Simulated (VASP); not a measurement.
# Pt (Fm-3m) in VASP: notebook

Runs on Pt. Level: PBE. Tasks: single point.

Program: VASP 6.6.1. These are calculated values, not measurements. Logs are shortened: lines on timing, memory, paths and dates and some standing lists are left out, and cuts for length are marked.

## 1. The cell of the first run

Symmetry: Fm-3m, No. 225, cubic system. Conventional cell: a = 3.818 Å, b = 3.818 Å, c = 3.818 Å, α = 90.00°, β = 90.00°, γ = 90.00°. Pt (site symmetry m-3m) has 12 Pt at 2.70 Å within 3.6 Å.

## 2. Single point, PBE

INCAR

```
SYSTEM = Pt
ALGO = Normal ; EDIFF = 1E-7
ENCUT = 520 ; GGA = PE
ISIF = 2 ; ISMEAR = 0
LASPH = .TRUE. ; LCHARG = .FALSE.
LREAL = .FALSE. ; LWAVE = .FALSE.
NBANDS = 11 ; NELM = 80
PREC = Accurate ; SIGMA = 0.1
```

KPOINTS

```
k-points
0
G
  18 18 18
  0 0 0
```

POSCAR

```
Pt
1.0
    0.0000000000      1.9089071585      1.9089071585
    1.9089071585      0.0000000000      1.9089071585
    1.9089071585      1.9089071585      0.0000000000
Pt
1
Direct
    0.0000000000      0.0000000000      0.0000000000
```

Potentials or basis: VASP PAW PBE potentials, release 64 (Pt).

Command:

```
cat potpaw_PBE.64/Pt/POTCAR > POTCAR
mpirun -np 1 vasp_std > vasp.out
```

OUTCAR:

```text
SYSTEM = Pt
   EDIFF = 1E-7
   ENCUT = 520
   GGA = PE
   ISIF = 2
   ISMEAR = 0
   LASPH = .TRUE.
   LREAL = .FALSE.
   NELM = 80
   PREC = Accurate

 ion  position               nearest neighbor table
   1  0.000  0.000  0.000-

  LATTYP: Found a face centered cubic cell.
 ALAT       =     3.8178143170

  Lattice vectors:

 A1 = (   0.0000000000,   1.9089071585,   1.9089071585)
 A2 = (   1.9089071585,   0.0000000000,   1.9089071585)
 A3 = (   1.9089071585,   1.9089071585,   0.0000000000)

Analysis of symmetry for initial positions (statically):
[... 33 lines left out ...]
                                     Primitive cell

  volume of cell :      13.9118

  direct lattice vectors                    reciprocal lattice vectors
     0.000000000  1.908907158  1.908907158    -0.261929973  0.261929973  0.261929973
     1.908907158  0.000000000  1.908907158     0.261929973 -0.261929973  0.261929973
     1.908907158  1.908907158  0.000000000     0.261929973  0.261929973 -0.261929973

  length of vectors
     2.699602393  2.699602393  2.699602393     0.453676021  0.453676021  0.453676021

  position of ions in fractional coordinates (direct lattice)
     0.000000000  0.000000000  0.000000000

  ion indices of the primitive-cell ions
   primitive index   ion index
                 1           1

----------------------------------------------------------------------------------------

 KPOINTS: k-points

Automatic generation of k-mesh.
 Grid dimensions read from file:
 generate k-points for:   18   18   18

 Generating k-lattice:

  Cartesian coordinates                     Fractional coordinates (reciprocal lattice)
    -0.014551665  0.014551665  0.014551665     0.055555556  0.000000000  0.000000000
     0.014551665 -0.014551665  0.014551665     0.000000000  0.055555556  0.000000000
     0.014551665  0.014551665 -0.014551665     0.000000000  0.000000000  0.055555556

  Length of vectors
     0.025204223  0.025204223  0.025204223

  Shift w.r.t. Gamma in fractional coordinates (k-lattice)
     0.000000000  0.000000000  0.000000000

 Subroutine IBZKPT returns following result:
 ===========================================

 Found    195 irreducible k-points:

 Following reciprocal coordinates:
            Coordinates               Weight
  0.000000  0.000000  0.000000      1.000000
  0.055556  0.000000  0.000000      8.000000
  0.111111  0.000000  0.000000      8.000000
  0.166667  0.000000  0.000000      8.000000
  0.222222  0.000000  0.000000      8.000000
  0.277778  0.000000  0.000000      8.000000
[... 16 lines left out ...]
 -0.277778  0.055556  0.000000     24.000000
 -0.222222  0.055556  0.000000     24.000000
 [... further k-points ...]
   k-points           NKPTS =    195   k-points in BZ     NKDIM =    195   number of bands    NBANDS=     11
   number of dos      NEDOS =    301   number of ions     NIONS =      1
   total plane-waves  NPLWV =   8000
   dimension x,y,z NGX =    20 NGY =   20 NGZ =   20
   dimension x,y,z NGXF=    40 NGYF=   40 NGZF=   40
   ions per type =               1
   NGX,Y,Z   is equivalent  to a cutoff of  12.32, 12.32, 12.32 a.u.
   NGXF,Y,Z  is equivalent  to a cutoff of  24.63, 24.63, 24.63 a.u.
 SYSTEM =  Pt
   PREC   = accura    normal or accurate (medium, high low for compatibility)
   ISTART =      0    job   : 0-new  1-cont  2-samecut
   ICHARG =      2    charge: 1-file 2-atom 10-const
   ISPIN  =      1    spin polarized calculation?
   LNONCOLLINEAR =      F non collinear calculations
   LSORBIT =      F    spin-orbit coupling
   LASPH  =      T    aspherical Exc in radial PAW
   ENCUT  =  520.0 eV  38.22 Ry    6.18 a.u.   5.02  5.02  5.02*2*pi/ulx,y,z
   NELM   =     80;   NELMIN=  2; NELMDL= -5     # of ELM steps
   EDIFF  = 0.1E-06   stopping-criterion for ELM
   LREAL  =      F    real-space projection
   EDIFFG = 0.1E-05   stopping-criterion for IOM
   NSW    =      0    number of steps for IOM
   IBRION =     -1    ionic relax: 0-MD 1-quasi-New 2-CG
   NFREE  =      0    steps in history (QN), initial steepest desc. (CG)
   ISIF   =      2    stress and relaxation
   ISYM   =      2    0-nonsym 1-usesym 2-fastsym
   POTIM  = 0.5000    time-step for ionic-motion
   TEBEG  =    0.0;   TEEND  =   0.0 temperature during run
   PSTRESS=    0.0 pullay stress
   NELECT =      10.0000    total number of electrons
   NUPDOWN=      -1.0000    fix difference up-down
   EMIN   =  10.00;   EMAX   =-10.00  energy-range for DOS
   EFERMI =   0.00;   METHOD = LEGACY
   ISMEAR =     0;   SIGMA  =   0.10  broadening in eV -4-tet -1-fermi 0-gaus
   EFERMI_NEDOS =   21; number of points for ismear=-14 and -15
   IALGO  =     38    algorithm
   IMIX   =      4    mixing-type and parameters
     AMIX     =   0.40;   BMIX     =  1.00
     AMIX_MAG =   1.60;   BMIX_MAG =  1.00
  volume/ion in A,a.u.               =      13.91        93.88
  Fermi-wavevector in a.u.,A,eV,Ry     =   1.466493  2.771270 29.260717  2.150602
  Thomas-Fermi vector in A             =   2.582224
   LORBIT       =      0    0 simple, 1 ext, 2 COOP (PROOUT), +10 PAW based schemes
   GGA     = PE    functional components
   LHFCALC =     F    Hartree Fock is set to
   AEXX    =    0.0000 exact exchange contribution
   IVDW    =     0    specifies the selected vdW correction
   LEPSILON=     F    determine dielectric tensor
   LRPA    =     F    only Hartree local field effects (RPA)
 non-spin polarized calculation
 Gauss-broadening in eV      SIGMA  =   0.10
  energy-cutoff  :      520.00
  volume of cell :       13.91
 maximum number of plane-waves:       388
   NGX =  9   NGY =  9   NGZ =  9

 number of electron      10.0000000 magnetization

 number of electron       9.9999999 magnetization

 Free energy of the ion-electron system (eV)
  ---------------------------------------------------
  ext. energy  EPLUGINS =         0.00000000
  ---------------------------------------------------
  free energy    TOTEN  =        -5.91381574 eV

  energy without entropy =       -5.90451019  energy(sigma->0) =       -5.90916297

 E-fermi :  12.8984     XC(G=0): -13.9804

 val. band max:       12.8976710354   @ k =  -0.3889   0.3889   0.1667
 cond. band min:      12.9030394573   @ k =  -0.3333   0.3889   0.1111
 fundamental gap:      0.0053684219
 Fermi energy:        12.8983970281

 k-point     1 :       0.0000    0.0000    0.0000
  band No.  band energies     occupation
      1       1.7312      2.00000
      2       8.5725      2.00000
      3       8.5725      2.00000
      4       8.5725      2.00000
      5      11.0334      2.00000
      6      11.0334      2.00000
      7      27.2559      0.00000
      8      32.6872      0.00000
      9      32.6872      0.00000
     10      32.6872      0.00000
     11      38.3366      0.00000

 k-point     2 :       0.0556    0.0000    0.0000
  band No.  band energies     occupation
      1       1.8664      2.00000
      2       8.5069      2.00000
      3       8.6285      2.00000
      4       8.6285      2.00000
      5      10.9993      2.00000
      6      10.9993      2.00000
      7      27.4797      0.00000
      8      32.0103      0.00000
      9      32.9060      0.00000
     10      32.9060      0.00000
     11      39.1326      0.00000

 k-point     3 :       0.1111    0.0000    0.0000
  band No.  band energies     occupation
      1       2.2584      2.00000
      2       8.3394      2.00000
      3       8.7752      2.00000
      4       8.7752      2.00000
      5      10.9257      2.00000
      6      10.9257      2.00000
      7      28.0949      0.00000
      8      30.6043      0.00000
      9      33.5447      0.00000
     10      33.5447      0.00000
     11      40.3588      0.00000

 k-point     4 :       0.1667    0.0000    0.0000
  band No.  band energies     occupation
      1       2.8602      2.00000
      2       8.1545      2.00000
      3       8.9401      2.00000
      4       8.9401      2.00000
      5      10.9017      2.00000
      6      10.9017      2.00000
      7      28.8393      0.00000
      8      29.1046      0.00000
      9      34.5497      0.00000
     10      34.5497      0.00000
     11      38.9801      0.00000

 k-point     5 :       0.2222    0.0000    0.0000
  band No.  band energies     occupation
      1       3.5678      2.00000
      2       8.0947      2.00000
      3       9.0098      2.00000
      4       9.0098      2.00000
      5      11.0549      2.00000
      6      11.0549      2.00000
      7      27.4105      0.00000
      8      29.4774      0.00000
      9      35.8088      0.00000
     10      35.8088      0.00000
     11      37.3892      0.00000
[... 211 lines left out ...]
 k-point    21 :      -0.3889    0.0556    0.0000
  band No.  band energies     occupation
      1       4.7931      2.00000
      2       8.5199      2.00000
      3       8.6605      2.00000
      4      10.3599      2.00000
      5      12.3601      2.00000
      6      13.2221      0.00000
      7      21.2089      0.00000
      8      27.5030      0.00000
      9      32.4438      0.00000
     10      33.7489      0.00000
     11      40.3438      0.00000

 k-point    22 :      -0.3333    0.0556    0.0000
  band No.  band energies     occupation
      1       4.7317      2.00000
      2       8.6712      2.00000
      3       8.7982      2.00000
      4       9.2796      2.00000
      5      11.8063      2.00000
      6      12.6586      1.99930
      7      23.1817      0.00000
      8      28.1805      0.00000
      9      33.3291      0.00000
     10      35.3383      0.00000
     11      38.3933      0.00000

 k-point    23 :      -0.2778    0.0556    0.0000
  band No.  band energies     occupation
      1       4.4662      2.00000
      2       8.3905      2.00000
      3       8.8800      2.00000
      4       8.9649      2.00000
      5      11.2371      2.00000
      6      12.0822      2.00000
      7      25.1680      0.00000
      8      29.0609      0.00000
      9      34.3991      0.00000
     10      36.6213      0.00000
     11      37.3482      0.00000

 k-point    24 :      -0.2222    0.0556    0.0000
  band No.  band energies     occupation
      1       3.9114      2.00000
      2       8.0125      2.00000
      3       9.0083      2.00000
      4       9.0850      2.00000
      5      10.7912      2.00000
      6      11.5775      2.00000
      7      26.9585      0.00000
      8      29.6368      0.00000
      9      34.7791      0.00000
     10      36.0488      0.00000
     11      37.2766      0.00000

 [... further k-points ...]
[... 5 lines left out ...]
  --------------------------------------------------------------------------------------
  -------------------------------------------------------------------------------------
  Total        3.4165185      3.4165185      3.4165185      0.0000000      0.0000000     -0.0000000
  in kB      393.4684787    393.4684787    393.4684787      0.0000000      0.0000000     -0.0000000
  external PRESSURE =     393.4684787 kB  Pullay stress =       0.0000000 kB

 VOLUME and BASIS-vectors are now :
 -----------------------------------------------------------------------------
  energy-cutoff  :      520.00
  volume of cell :       13.91
      direct lattice vectors                 reciprocal lattice vectors
     0.000000000  1.908907158  1.908907158    -0.261929973  0.261929973  0.261929973
     1.908907158  0.000000000  1.908907158     0.261929973 -0.261929973  0.261929973
     1.908907158  1.908907158  0.000000000     0.261929973  0.261929973 -0.261929973

 POSITION                                       TOTAL-FORCE (eV/Angst)
 -----------------------------------------------------------------------------------
      0.00000      0.00000      0.00000        -0.000000      0.000000     -0.000000
 -----------------------------------------------------------------------------------
    total drift:                               -0.000000     -0.000000     -0.000000

  FREE ENERGIE OF THE ION-ELECTRON SYSTEM (eV)
  ---------------------------------------------------
  free  energy   TOTEN  =        -5.9138157376 eV

  energy  without entropy=       -5.9045101926  energy(sigma->0) =       -5.90916297
```

Wall time 11 s (1 thread of AMD EPYC 9R45 (Zen 5), shared host); peak memory 0.12 GiB.

Results:

```yaml
Free_energy: -5.9138 eV
Pressure: 39.3 GPa
Band_gap_on_the_k_mesh: zero (band 5 reaches 13.48 eV, above the bottom of band 6 at 10.90 eV)
```

Caveat: spin-orbit coupling is left out, which moves the levels of the heavy elements.

(Part 1 of 3 ends here.)
